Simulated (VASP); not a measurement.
# Ru (P6_3/mmc) in VASP: further runs, part 2 of 2

VASP 6.6.1. The steps go on from the part before.

## 4. Single point, PBEsol

This run uses another cell than the first one, of 13.79 Å³/atom, 1.197 times its volume.

INCAR

```
PREC = Accurate
ENCUT = 520
EDIFF = 1E-6
ISMEAR = 0
SIGMA = 0.15
LREAL = F
LASPH = T
NELM = 60
ALGO = Normal
ISIF = 2
LWAVE = F
LCHARG = F
GGA = PS
NBANDS = 21
```

KPOINTS

```
regular mesh
0
Gamma
  18 18 10
```

POSCAR

```
Ru
1.0
    2.8780000000      0.0000000000      0.0000000000
   -1.4390000000      2.4924211121      0.0000000000
    0.0000000000      0.0000000000      3.8442000000
Ru
2
Direct
    0.3333333333      0.6666666667      0.2500000000
    0.6666666667      0.3333333333      0.7500000000
```

Potentials or basis: VASP PAW PBE potentials, release 64 (Ru_pv).

Command:

```console
$ cat potpaw_PBE.64/Ru_pv/POTCAR > POTCAR
$ mpirun -np 1 vasp_std > vasp.out
```

OUTCAR:

```text
PREC = Accurate
   ENCUT = 520
   EDIFF = 1E-6
   ISMEAR = 0
   LREAL = F
   LASPH = T
   NELM = 60
   ISIF = 2
   GGA = PS

 ion  position               nearest neighbor table
   1  0.333  0.667  0.250-   2 2.54   2 2.54   2 2.54   2 2.54   2 2.54   2 2.54
   2  0.667  0.333  0.750-   1 2.54   1 2.54   1 2.54   1 2.54   1 2.54   1 2.54

  LATTYP: Found a hexagonal cell.
 ALAT       =     2.8780000000
 C/A-ratio  =     1.3357192495

  Lattice vectors:

 A1 = (   2.8780000000,   0.0000000000,   0.0000000000)
 A2 = (  -1.4390000000,   2.4924211121,   0.0000000000)
 A3 = (   0.0000000000,   0.0000000000,   3.8442000000)

Analysis of symmetry for initial positions (statically):
=====================================================================
 Subroutine PRICEL returns:
 Original cell was already a primitive cell.

 Routine SETGRP: Setting up the symmetry group for a
 hexagonal supercell.

 Subroutine GETGRP returns: Found 24 space group operations
 (whereof 12 operations were pure point group operations)
 out of a pool of 24 trial point group operations.

The static configuration has the point symmetry D_3d.
 The point group associated with its full space group is D_6h.

Analysis of symmetry for dynamics (positions and initial velocities):
=====================================================================
 Subroutine PRICEL returns:
 Original cell was already a primitive cell.

 Routine SETGRP: Setting up the symmetry group for a
 hexagonal supercell.

 Subroutine GETGRP returns: Found 24 space group operations
 (whereof 12 operations were pure point group operations)
 out of a pool of 24 trial point group operations.

The dynamic configuration has the point symmetry D_3d.
 The point group associated with its full space group is D_6h.

 Subroutine INISYM returns: Found 24 space group operations
 (whereof 12 operations are pure point group operations),
 and found     1 'primitive' translations

----------------------------------------------------------------------------------------

                                     Primitive cell

  volume of cell :      27.5752

  direct lattice vectors                    reciprocal lattice vectors
     2.878000000  0.000000000  0.000000000     0.347463516  0.200608155  0.000000000
    -1.439000000  2.492421112  0.000000000     0.000000000  0.401216309  0.000000000
     0.000000000  0.000000000  3.844200000     0.000000000  0.000000000  0.260132147

  length of vectors
     2.878000000  2.878000000  3.844200000     0.401216309  0.401216309  0.260132147

  position of ions in fractional coordinates (direct lattice)
     0.333333333  0.666666667  0.250000000
     0.666666667  0.333333333  0.750000000

  ion indices of the primitive-cell ions
   primitive index   ion index
                 1           1
                 2           2

----------------------------------------------------------------------------------------

 KPOINTS: regular mesh

Automatic generation of k-mesh.
 Grid dimensions read from file:
 generate k-points for:   18   18   10

 Generating k-lattice:

  Cartesian coordinates                     Fractional coordinates (reciprocal lattice)
     0.019303529  0.011144897  0.000000000     0.055555556  0.000000000  0.000000000
     0.000000000  0.022289795  0.000000000     0.000000000  0.055555556  0.000000000
     0.000000000  0.000000000  0.026013215     0.000000000  0.000000000  0.100000000

  Length of vectors
     0.022289795  0.022289795  0.026013215

  Shift w.r.t. Gamma in fractional coordinates (k-lattice)
     0.000000000  0.000000000  0.000000000

 Subroutine IBZKPT returns following result:
 ===========================================

 Found    222 irreducible k-points:

 Following reciprocal coordinates:
            Coordinates               Weight
  0.000000  0.000000  0.000000      1.000000
  0.055556 -0.000000  0.000000      6.000000
  0.111111 -0.000000  0.000000      6.000000
  0.166667  0.000000  0.000000      6.000000
  0.222222  0.000000  0.000000      6.000000
  0.277778  0.000000  0.000000      6.000000
[... 16 lines left out ...]
  0.333333  0.111111  0.000000     12.000000
  0.388889  0.111111  0.000000     12.000000
 [... further k-points ...]
   k-points           NKPTS =    222   k-points in BZ     NKDIM =    222   number of bands    NBANDS=     21
   number of dos      NEDOS =    301   number of ions     NIONS =      2
   total plane-waves  NPLWV =  17280
   dimension x,y,z NGX =    24 NGY =   24 NGZ =   30
   dimension x,y,z NGXF=    48 NGYF=   48 NGZF=   60
   ions per type =               2
   NGX,Y,Z   is equivalent  to a cutoff of  13.86, 13.86, 12.97 a.u.
   NGXF,Y,Z  is equivalent  to a cutoff of  27.73, 27.73, 25.95 a.u.
 SYSTEM =  unknown system
   PREC   = accura    normal or accurate (medium, high low for compatibility)
   ISTART =      0    job   : 0-new  1-cont  2-samecut
   ICHARG =      2    charge: 1-file 2-atom 10-const
   ISPIN  =      1    spin polarized calculation?
   LNONCOLLINEAR =      F non collinear calculations
   LSORBIT =      F    spin-orbit coupling
   LASPH  =      T    aspherical Exc in radial PAW
   ENCUT  =  520.0 eV  38.22 Ry    6.18 a.u.   5.35  5.35  7.15*2*pi/ulx,y,z
   NELM   =     60;   NELMIN=  2; NELMDL= -5     # of ELM steps
   EDIFF  = 0.1E-05   stopping-criterion for ELM
   LREAL  =      F    real-space projection
   EDIFFG = 0.1E-04   stopping-criterion for IOM
   NSW    =      0    number of steps for IOM
   IBRION =     -1    ionic relax: 0-MD 1-quasi-New 2-CG
   NFREE  =      0    steps in history (QN), initial steepest desc. (CG)
   ISIF   =      2    stress and relaxation
   ISYM   =      2    0-nonsym 1-usesym 2-fastsym
   POTIM  = 0.5000    time-step for ionic-motion
   TEBEG  =    0.0;   TEEND  =   0.0 temperature during run
   PSTRESS=    0.0 pullay stress
   NELECT =      28.0000    total number of electrons
   NUPDOWN=      -1.0000    fix difference up-down
   EMIN   =  10.00;   EMAX   =-10.00  energy-range for DOS
   EFERMI =   0.00;   METHOD = LEGACY
   ISMEAR =     0;   SIGMA  =   0.15  broadening in eV -4-tet -1-fermi 0-gaus
   EFERMI_NEDOS =   21; number of points for ismear=-14 and -15
   IALGO  =     38    algorithm
   IMIX   =      4    mixing-type and parameters
     AMIX     =   0.40;   BMIX     =  1.00
     AMIX_MAG =   1.60;   BMIX_MAG =  1.00
  volume/ion in A,a.u.               =      13.79        93.04
  Fermi-wavevector in a.u.,A,eV,Ry     =   1.645463  3.109474 36.838432  2.707548
  Thomas-Fermi vector in A             =   2.735256
   LORBIT       =      0    0 simple, 1 ext, 2 COOP (PROOUT), +10 PAW based schemes
   GGA     = PS    functional components
   LHFCALC =     F    Hartree Fock is set to
   AEXX    =    0.0000 exact exchange contribution
   IVDW    =     0    specifies the selected vdW correction
   LEPSILON=     F    determine dielectric tensor
   LRPA    =     F    only Hartree local field effects (RPA)
 non-spin polarized calculation
 Gauss-broadening in eV      SIGMA  =   0.15
  energy-cutoff  :      520.00
  volume of cell :       27.58
 maximum number of plane-waves:       770
 NGX is ok and might be reduce to    24
   NGX = 11   NGY = 11   NGZ = 15

 number of electron      28.0000013 magnetization

 Free energy of the ion-electron system (eV)
  ---------------------------------------------------
  ext. energy  EPLUGINS =         0.00000000
  ---------------------------------------------------
  free energy    TOTEN  =       -19.71506962 eV

  energy without entropy =      -19.69576420  energy(sigma->0) =      -19.70541691

 E-fermi :  12.5169     XC(G=0): -14.1504

 val. band max:       12.5163325589   @ k =   0.3333   0.2778   0.3000
 cond. band min:      12.5291143849   @ k =   0.1111  -0.0000   0.0000
 fundamental gap:      0.0127818259
 Fermi energy:        12.5168949362

 k-point     1 :       0.0000    0.0000    0.0000
  band No.  band energies     occupation
      1     -31.3224      2.00000
      2     -30.3971      2.00000
      3     -30.3971      2.00000
      4     -30.0381      2.00000
      5     -30.0381      2.00000
      6     -29.8854      2.00000
[... 13 lines left out ...]
     20      22.8308      0.00000
     21      24.8700      0.00000

 k-point     2 :       0.0556   -0.0000    0.0000
  band No.  band energies     occupation
      1     -31.3117      2.00000
      2     -30.4085      2.00000
      3     -30.4036      2.00000
      4     -30.0521      2.00000
      5     -30.0376      2.00000
      6     -29.8941      2.00000
[... 520 lines left out ...]
 k-point    24 :       0.3889    0.1111    0.0000
  band No.  band energies     occupation
      1     -30.8077      2.00000
      2     -30.7834      2.00000
      3     -30.5855      2.00000
      4     -30.4463      2.00000
      5     -30.3335      2.00000
      6     -30.0729      2.00000
[... 13 lines left out ...]
     20      22.8265      0.00000
     21      22.8367      0.00000

 [... further k-points ...]
[... 5 lines left out ...]
  --------------------------------------------------------------------------------------
  -------------------------------------------------------------------------------------
  Total       -3.1777837     -3.1777837      6.3508342      0.0000000      0.0000000     -0.0000000
  in kB     -184.6361481   -184.6361481    368.9972873      0.0000000      0.0000000     -0.0000000
  external PRESSURE =      -0.0916696 kB  Pullay stress =       0.0000000 kB

 VOLUME and BASIS-vectors are now :
 -----------------------------------------------------------------------------
  energy-cutoff  :      520.00
  volume of cell :       27.58
      direct lattice vectors                 reciprocal lattice vectors
     2.878000000  0.000000000  0.000000000     0.347463516  0.200608155  0.000000000
    -1.439000000  2.492421112  0.000000000     0.000000000  0.401216309  0.000000000
     0.000000000  0.000000000  3.844200000     0.000000000  0.000000000  0.260132147

 POSITION                                       TOTAL-FORCE (eV/Angst)
 -----------------------------------------------------------------------------------
     -0.00000      1.66161      0.96105         0.000000     -0.000000      0.000000
      1.43900      0.83081      2.88315        -0.000000      0.000000      0.000000
 -----------------------------------------------------------------------------------
    total drift:                               -0.000000      0.000000     -0.000000

  FREE ENERGIE OF THE ION-ELECTRON SYSTEM (eV)
  ---------------------------------------------------
  free  energy   TOTEN  =       -19.7150696194 eV

  energy  without entropy=      -19.6957642040  energy(sigma->0) =      -19.70541691
```

OSZICAR:

```text
N       E                     dE             d eps       ncg     rms          rms(c)
DAV:   1     0.287638543356E+03    0.28764E+03   -0.17535E+04  9340   0.148E+03
DAV:   2    -0.152092569605E+02   -0.30285E+03   -0.29332E+03  9624   0.445E+02
DAV:   3    -0.211301285420E+02   -0.59209E+01   -0.58874E+01 10874   0.697E+01
DAV:   4    -0.211759330814E+02   -0.45805E-01   -0.45754E-01 11980   0.581E+00
DAV:   5    -0.211764508757E+02   -0.51779E-03   -0.51446E-03 10587   0.548E-01    0.194E+01
DAV:   6    -0.197954666367E+02    0.13810E+01   -0.31288E+00 11099   0.171E+01    0.530E+00
DAV:   7    -0.197257291768E+02    0.69737E-01   -0.62065E-01 10584   0.522E+00    0.119E+00
DAV:   8    -0.197163479434E+02    0.93812E-02   -0.21088E-02 10317   0.134E+00    0.597E-01
DAV:   9    -0.197150624683E+02    0.12855E-02   -0.14648E-03 10683   0.388E-01    0.337E-02
DAV:  10    -0.197150692134E+02   -0.67451E-05   -0.84831E-05 10502   0.922E-02    0.177E-02
DAV:  11    -0.197150696194E+02   -0.40603E-06   -0.82474E-06 10754   0.275E-02
   1 F= -.19715070E+02 E0= -.19705417E+02  d E =-.193054E-01
```

It took 49 s on 1 thread of Intel Xeon Platinum 8488C (Sapphire Rapids), shared host; peak memory 0.22 GiB.

Results:

* Free energy: -19.7151 eV
* Pressure: 0.0 GPa
* Band gap on the k mesh: zero (band 14 reaches 13.88 eV, above the bottom of band 15 at 11.24 eV)

Levels at points of the mesh, in eV from the Fermi level:
| k point | band 10 | band 11 | band 12 | band 13 | band 14 | band 15 | band 16 | band 17 | band 18 | band 19 |
| --- | --- | --- | --- | --- | --- | --- | --- | --- | --- | --- |
| (0.00, 0.00, 0.00) | -2.86 | -2.64 | -2.64 | -1.77 | -1.77 | -0.93 | 1.13 | 1.13 | 3.33 | 10.30 |
| (0.50, 0.00, 0.00) | -4.10 | -2.43 | -1.15 | -0.60 | 0.30 | 1.21 | 2.51 | 3.28 | 5.15 | 10.31 |
| (0.00, 0.00, 0.50) | -3.57 | -3.57 | -3.57 | -1.79 | -1.79 | 0.87 | 0.87 | 0.87 | 0.87 | 10.31 |
| (0.50, 0.00, 0.50) | -3.89 | -1.77 | -1.77 | 0.18 | 0.18 | 0.95 | 0.95 | 2.93 | 2.93 | 10.08 |

Caveat: the PAW data sets were made with another functional, which shifts forces and pressure a little.

## 5. Single point, PBEsol

This run uses another cell than the first one, of 13.79 Å³/atom, 1.196 times its volume.

INCAR

```
SYSTEM = Ru
PREC = Accurate ; ENCUT = 520
EDIFF = 1E-7 ; ISMEAR = 0
SIGMA = 0.15 ; LREAL = .False.
LASPH = .True. ; NELM = 100
ALGO = Fast ; ISIF = 2
LWAVE = .False. ; LCHARG = .False.
GGA = PS ; NBANDS = 21
```

KPOINTS

```
regular mesh
0
Gamma
  18 18 10
  0 0 0
```

POSCAR

```
Ru
1.0
    2.8403000000      0.0000000000      0.0000000000
   -1.4201500000      2.4597719544      0.0000000000
    0.0000000000      0.0000000000      3.9462000000
Ru
2
Direct
    0.3333333333      0.6666666667      0.2500000000
    0.6666666667      0.3333333333      0.7500000000
```

Command:

```console
$ cat potpaw_PBE.64/Ru_pv/POTCAR > POTCAR
$ mpirun -np 1 vasp_std > vasp.out
```

Run time: 68 s. Hardware: 1 thread of Intel Xeon Platinum 8488C (Sapphire Rapids), shared host; peak memory 0.22 GiB.

Results (log left out):

```
Free energy            : -19.9480 eV
Pressure               : -3.8 GPa
Band gap on the k mesh : zero (band 14 reaches 13.81 eV, above the bottom of band 15 at 11.16 eV)
```

Stress tensor (GPa, compression positive):
```
-19.60   0.00   0.00
  0.00 -19.60   0.00
  0.00   0.00  27.73
```

Levels at points of the mesh, in eV from the Fermi level:
```tsv
k point	band 10	band 11	band 12	band 13	band 14	band 15	band 16	band 17	band 18	band 19
(0.00, 0.00, 0.00)	-2.78	-2.36	-2.36	-1.79	-1.79	-1.25	1.13	1.13	2.80	10.29
(0.50, 0.00, 0.00)	-3.86	-2.29	-1.35	-0.81	0.55	1.32	2.37	3.48	5.37	11.29
(0.00, 0.00, 0.50)	-3.35	-3.35	-3.35	-2.02	-2.02	0.75	0.75	0.75	0.75	10.29
(0.50, 0.00, 0.50)	-4.03	-1.59	-1.59	0.25	0.25	1.08	1.08	3.04	3.04	10.09
```

Caveat: the PAW data sets were made with another functional, which shifts forces and pressure a little.

## 6. Single point, PBEsol

This run uses another cell than the first one, of 13.77 Å³/atom, 1.195 times its volume.

INCAR

```
ALGO = Fast
EDIFF = 1E-6
ENCUT = 520
GGA = PS
ISIF = 2
ISMEAR = 0
LASPH = True
LCHARG = False
LREAL = False
LWAVE = False
NBANDS = 21
NELM = 80
PREC = Accurate
SIGMA = 0.15
```

KPOINTS

```
k-points
0
Gamma
  18 18 10
```

POSCAR

```
Ru
1.0
    2.8027000000      0.0000000000      0.0000000000
   -1.4013500000      2.4272093992      0.0000000000
    0.0000000000      0.0000000000      4.0483000000
Ru
2
Direct
    0.3333333333      0.6666666667      0.2500000000
    0.6666666667      0.3333333333      0.7500000000
```

Potentials or basis: VASP PAW PBE potentials, release 64 (Ru_pv).

Command:

```console
$ cat potpaw_PBE.64/Ru_pv/POTCAR > POTCAR
$ mpirun -np 1 vasp_std > vasp.out
```

Wall time 61 s (1 thread of Intel Xeon Platinum 8488C (Sapphire Rapids), shared host); peak memory 0.22 GiB.

It converged, with:

```
Free energy            : -20.1352 eV
Pressure               : -6.8 GPa
Band gap on the k mesh : zero (band 14 reaches 13.74 eV, above the bottom of band 15 at 10.83 eV)
```

Stress tensor (GPa, compression positive):
```
-18.59   0.00   0.00
  0.00 -18.59   0.00
  0.00   0.00  16.93
```

Levels at points of the mesh, in eV from the Fermi level:
```
           k point  band 12  band 13  band 14  band 15  band 16  band 17
(0.00, 0.00, 0.00)    -2.08    -1.82    -1.82    -1.58     1.13     1.13
(0.50, 0.00, 0.00)    -1.56    -1.03     0.81     1.45     2.23     3.66
(0.00, 0.00, 0.50)    -3.14    -2.23    -2.23     0.65     0.65     0.65
(0.50, 0.00, 0.50)    -1.42     0.31     0.31     1.24     1.24     3.14
```

Caveat: the PAW data sets were made with another functional, which shifts forces and pressure a little.

## 7. Summary

| cell | gap on the mesh (eV) | pressure (GPa) |
| --- | --- | --- |
| a = 2.501, b = 2.501, c = 4.252 Å, angles 90.0, 90.0, 120.0°, 2 atoms | none | 73.0 |
| a = 2.539, b = 2.539, c = 4.150 Å, angles 90.0, 90.0, 120.0°, 2 atoms | none | 67.7 |
| a = 2.878, b = 2.878, c = 3.844 Å, angles 90.0, 90.0, 120.0°, 2 atoms | none | 0.0 |
| a = 2.840, b = 2.840, c = 3.946 Å, angles 90.0, 90.0, 120.0°, 2 atoms | none | -3.8 |
| a = 2.803, b = 2.803, c = 4.048 Å, angles 90.0, 90.0, 120.0°, 2 atoms | none | -6.8 |

Alike in all rows: task single point; level PBEsol; potentials or basis VASP PAW PBE potentials, release 64 (Ru_pv); no spin polarisation; k mesh 18 × 18 × 10; cutoff (eV) 520; smearing gaussian 0.15 eV.

Caveats: the PAW data sets were made with another functional, which shifts forces and pressure a little.

Total energies depend on the potentials used, so only differences within one code and one set of settings carry meaning.
